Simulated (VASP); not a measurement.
# GaAs (F-43m) in VASP: further runs

Runs on GaAs. Level: PBEsol. Tasks: relaxation of cell and atoms.

All numbers are computed with VASP 6.6.1; they aren't measurements. Logs are shortened: lines on timing, memory, paths and dates and some standing lists are left out, and cuts for length are marked.

## Step 1: The cell of the first run

The structure is cubic, space group F-43m (No. 216). The conventional cell has a = 5.654 Å, b = 5.654 Å, c = 5.654 Å, α = 90.00°, β = 90.00°, γ = 90.00°. As (site symmetry -43m) has 4 Ga at 2.45 Å within 3.2 Å. Ga (site symmetry -43m) has 4 As at 2.45 Å within 3.2 Å.

## Step 2: Relaxation of cell and atoms, PBEsol, target pressure 5 GPa, at which the enthalpy is minimised

File INCAR:

```
PREC = Accurate
ENCUT = 600
EDIFF = 1E-7
ISMEAR = -1
SIGMA = 0.05
LREAL = False
LASPH = True
NELM = 80
ALGO = Normal
ISIF = 3
LWAVE = False
LCHARG = False
GGA = PS
IBRION = 2
NSW = 80
EDIFFG = -0.02
PSTRESS = 50.0
```

File KPOINTS:

```
regular mesh
0
Gamma
  8 8 8
```

File POSCAR:

```
GaAs
1.0
    0.0000000000      2.8268500000      2.8268500000
    2.8268500000      0.0000000000      2.8268500000
    2.8268500000      2.8268500000      0.0000000000
As Ga
1 1
Direct
    0.7500000000      0.7500000000      0.7500000000
    0.0000000000      0.0000000000      0.0000000000
```

Potentials or basis: VASP PAW PBE potentials, release 64 (As, Ga_d).

Run with:

```console
> cat potpaw_PBE.64/As/POTCAR potpaw_PBE.64/Ga_d/POTCAR > POTCAR
> mpirun -np 1 vasp_std > vasp.out
```

OUTCAR:

```text
PREC = Accurate
   ENCUT = 600
   EDIFF = 1E-7
   ISMEAR = -1
   LREAL = False
   LASPH = True
   NELM = 80
   ISIF = 3
   GGA = PS
   IBRION = 2
   NSW = 80
   EDIFFG = -0.02
   PSTRESS = 50.0

 ion  position               nearest neighbor table
   1  0.750  0.750  0.750-   2 2.45   2 2.45   2 2.45   2 2.45
   2  0.000  0.000  0.000-   1 2.45   1 2.45   1 2.45   1 2.45

  LATTYP: Found a face centered cubic cell.
 ALAT       =     5.6537000000

  Lattice vectors:

 A1 = (   0.0000000000,   2.8268500000,   2.8268500000)
 A2 = (   2.8268500000,   0.0000000000,   2.8268500000)
 A3 = (   2.8268500000,   2.8268500000,   0.0000000000)

Analysis of symmetry for initial positions (statically):
=====================================================================
 Subroutine PRICEL returns:
 Original cell was already a primitive cell.

 Routine SETGRP: Setting up the symmetry group for a
 face centered cubic supercell.

 Subroutine GETGRP returns: Found 24 space group operations
 (whereof 24 operations were pure point group operations)
 out of a pool of 48 trial point group operations.

The static configuration has the point symmetry T_d .

Analysis of symmetry for dynamics (positions and initial velocities):
=====================================================================
 Subroutine PRICEL returns:
 Original cell was already a primitive cell.

 Routine SETGRP: Setting up the symmetry group for a
 face centered cubic supercell.

 Subroutine GETGRP returns: Found 24 space group operations
 (whereof 24 operations were pure point group operations)
 out of a pool of 48 trial point group operations.

The dynamic configuration has the point symmetry T_d .

 Subroutine INISYM returns: Found 24 space group operations
 (whereof 24 operations are pure point group operations),
 and found     1 'primitive' translations

----------------------------------------------------------------------------------------

                                     Primitive cell

  volume of cell :      45.1792

  direct lattice vectors                    reciprocal lattice vectors
     0.000000000  2.826850000  2.826850000    -0.176875321  0.176875321  0.176875321
     2.826850000  0.000000000  2.826850000     0.176875321 -0.176875321  0.176875321
     2.826850000  2.826850000  0.000000000     0.176875321  0.176875321 -0.176875321

  length of vectors
     3.997769609  3.997769609  3.997769609     0.306357042  0.306357042  0.306357042

  position of ions in fractional coordinates (direct lattice)
     0.750000000  0.750000000  0.750000000
     0.000000000  0.000000000  0.000000000

  ion indices of the primitive-cell ions
   primitive index   ion index
[... 65 lines left out ...]
   PREC   = accura    normal or accurate (medium, high low for compatibility)
   ISTART =      0    job   : 0-new  1-cont  2-samecut
   ICHARG =      2    charge: 1-file 2-atom 10-const
   ISPIN  =      1    spin polarized calculation?
   LNONCOLLINEAR =      F non collinear calculations
   LSORBIT =      F    spin-orbit coupling
   LASPH  =      T    aspherical Exc in radial PAW
   ENCUT  =  600.0 eV  44.10 Ry    6.64 a.u.   7.98  7.98  7.98*2*pi/ulx,y,z
   NELM   =     80;   NELMIN=  2; NELMDL= -5     # of ELM steps
   EDIFF  = 0.1E-06   stopping-criterion for ELM
   LREAL  =      F    real-space projection
   EDIFFG = -.2E-01   stopping-criterion for IOM
   NSW    =     80    number of steps for IOM
   IBRION =      2    ionic relax: 0-MD 1-quasi-New 2-CG
   NFREE  =      1    steps in history (QN), initial steepest desc. (CG)
   ISIF   =      3    stress and relaxation
   ISYM   =      2    0-nonsym 1-usesym 2-fastsym
   POTIM  = 0.5000    time-step for ionic-motion
   TEBEG  =    0.0;   TEEND  =   0.0 temperature during run
   PSTRESS=   50.0 pullay stress
   NELECT =      18.0000    total number of electrons
   NUPDOWN=      -1.0000    fix difference up-down
   EMIN   =  10.00;   EMAX   =-10.00  energy-range for DOS
   EFERMI =   0.00;   METHOD = LEGACY
   ISMEAR =    -1;   SIGMA  =   0.05  broadening in eV -4-tet -1-fermi 0-gaus
   EFERMI_NEDOS =   21; number of points for ismear=-14 and -15
   IALGO  =     38    algorithm
   IMIX   =      4    mixing-type and parameters
     AMIX     =   0.40;   BMIX     =  1.00
     AMIX_MAG =   1.60;   BMIX_MAG =  1.00
  volume/ion in A,a.u.               =      22.59       152.44
  Fermi-wavevector in a.u.,A,eV,Ry     =   1.204628  2.276417 19.743799  1.451128
  Thomas-Fermi vector in A             =   2.340347
   LORBIT       =      0    0 simple, 1 ext, 2 COOP (PROOUT), +10 PAW based schemes
   GGA     = PS    functional components
   LHFCALC =     F    Hartree Fock is set to
   AEXX    =    0.0000 exact exchange contribution
   IVDW    =     0    specifies the selected vdW correction
   LEPSILON=     F    determine dielectric tensor
   LRPA    =     F    only Hartree local field effects (RPA)
 conjugate gradient relaxation of ions
 non-spin polarized calculation
  energy-cutoff  :      600.00
  volume of cell :       45.18
 maximum number of plane-waves:      1540
   NGX = 15   NGY = 15   NGZ = 15

--------------------------------------- Ionic step        1  -------------------------------------------

 number of electron      18.0000011 magnetization

 Free energy of the ion-electron system (eV)
  ---------------------------------------------------
  ext. energy  EPLUGINS =         0.00000000
  ---------------------------------------------------
  free energy    TOTEN  =        -9.08716607 eV

  energy without entropy =       -9.08712472  energy(sigma->0) =       -9.08714540

 E-fermi :   4.0626     XC(G=0):  -9.7723

 val. band max:        3.8057318980   @ k =   0.0000   0.0000   0.0000
 cond. band min:       4.2610154299   @ k =   0.0000   0.0000   0.0000
 fundamental gap:      0.4552835320
 Fermi energy:         4.0626099831

 k-point     1 :       0.0000    0.0000    0.0000
  band No.  band energies     occupation
      1     -10.9715      2.00000
      2     -10.9715      2.00000
      3     -10.9715      2.00000
      4     -10.8915      2.00000
      5     -10.8915      2.00000
      6      -8.9468      2.00000
      7       3.8057      1.98832
      8       3.8057      1.98832
      9       3.8057      1.98832
     10       4.2610      0.03712
     11       7.4949      0.00000
     12       7.4949      0.00000
     13       7.4949      0.00000
[... 443 lines left out ...]
--------------------------------------- Ionic step        3  -------------------------------------------

 number of electron      17.9999993 magnetization

 Free energy of the ion-electron system (eV)
  ---------------------------------------------------
  ext. energy  EPLUGINS =         0.00000000
  ---------------------------------------------------
  free energy    TOTEN  =        -9.04732081 eV

  energy without entropy =       -9.04731985  energy(sigma->0) =       -9.04732033

 E-fermi :   4.8358     XC(G=0): -10.0319

 val. band max:        4.3627066782   @ k =   0.0000   0.0000   0.0000
 cond. band min:       5.2566516264   @ k =   0.0000   0.0000   0.0000
 fundamental gap:      0.8939449483
 Fermi energy:         4.8357956983

 k-point     1 :       0.0000    0.0000    0.0000
  band No.  band energies     occupation
      1     -10.5308      2.00000
      2     -10.5308      2.00000
      3     -10.5308      2.00000
      4     -10.4355      2.00000
      5     -10.4355      2.00000
      6      -8.8211      2.00000
      7       4.3627      1.99984
      8       4.3627      1.99984
      9       4.3627      1.99984
     10       5.2567      0.00044
     11       8.0618      0.00000
     12       8.0618      0.00000
     13       8.0618      0.00000
[... 401 lines left out ...]
  energy  without entropy=       -9.0473198455  energy(sigma->0) =       -9.04732033

  enthalpy is  TOTEN    =        -7.7161412269 eV   P V=        1.3311795867

 reached required accuracy - stopping structural energy minimisation
```

It took 62 s on 1 thread of Intel Xeon Platinum 8488C (Sapphire Rapids), shared host; peak memory 0.2 GiB.

Results:

| Quantity | Value |
| --- | --- |
| Free energy | -9.0473 eV |
| Relaxed volume | 21.33 Å³/atom |
| Relaxed cell | a = 3.922 Å, b = 3.922 Å, c = 3.922 Å, α = 60.00°, β = 60.00°, γ = 60.00° |
| Space group after relaxing (to 0.05 Å) | F-43m (No. 216) |
| Energy change on relaxing (the enthalpy is what falls) | +19.9 meV/atom |
| Ionic steps | 3 |
| Pressure after relaxing | 5.0 GPa |
| Band gap on the k mesh | 0.89 eV, direct |

Step by step:
```tsv
step	energy change (eV)	largest force (eV/Å)	pressure (GPa)	volume (Å³)
1	0.0000	0.0000	0.31	45.18
2	0.1114	0.0000	8.94	40.99
3	0.0398	0.0000	4.98	42.66
```

Final structure:
```xyz
2
Lattice="0.0000 2.7732 2.7732 2.7732 0.0000 2.7732 2.7732 2.7732 0.0000" Properties=species:S:1:pos:R:3 pbc="T T T"
As    4.1598    4.1598    4.1598
Ga    0.0000    0.0000    0.0000
```

Caveat: the cell is relaxed towards a set pressure, so the enthalpy falls and the energy may rise; the PAW data sets were made with another functional, which shifts forces and pressure a little.

(Part 1 of 2 ends here.)
